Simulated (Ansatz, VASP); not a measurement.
**One calculation of Ag, two programs**

```
Ag
1.0
     0.00000    2.03818    2.03818
     2.03818    0.00000    2.03818
     2.03818    2.03818    0.00000
Ag
1
Direct
  0.00000 0.00000 0.00000
```

Alike in both runs: functional r2SCAN; dispersion rVV10; k mesh 18 × 18 × 18; occupations gaussian, width 0.1 eV; no spin polarisation.

Ansatz relaxed the structure, and its values are those at the end. VASP's run is a single point on that final structure, the one shown.

|  | VASP | Ansatz |
| --- | --- | --- |
| version | VASP 6.6.1 | Ansatz 0.2.0 |
| potentials or method | VASP PAW PBE potentials, release 64 (Ag), cutoff 550 eV | scalar-relativistic, plane waves, PAW |
| valence electrons in the cell | 11 | 19 |

Ansatz gave:

| Property | Result |
| --- | --- |
| gap on the k mesh at the Fermi level (eV) | none |
| pressure (GPa) | 0.0 |

Question: Estimate VASP's values.

Answer: gap on the k mesh at the Fermi level (eV): none; pressure (GPa): 0.5.

VASP's potentials were made for PBE, not for r2SCAN. A gap of «none» marks a metal or a gap that the smearing closes. VASP's potentials hold 11 valence electrons a cell and Ansatz's 19, so a difference there can come from the potentials and not from the codes.
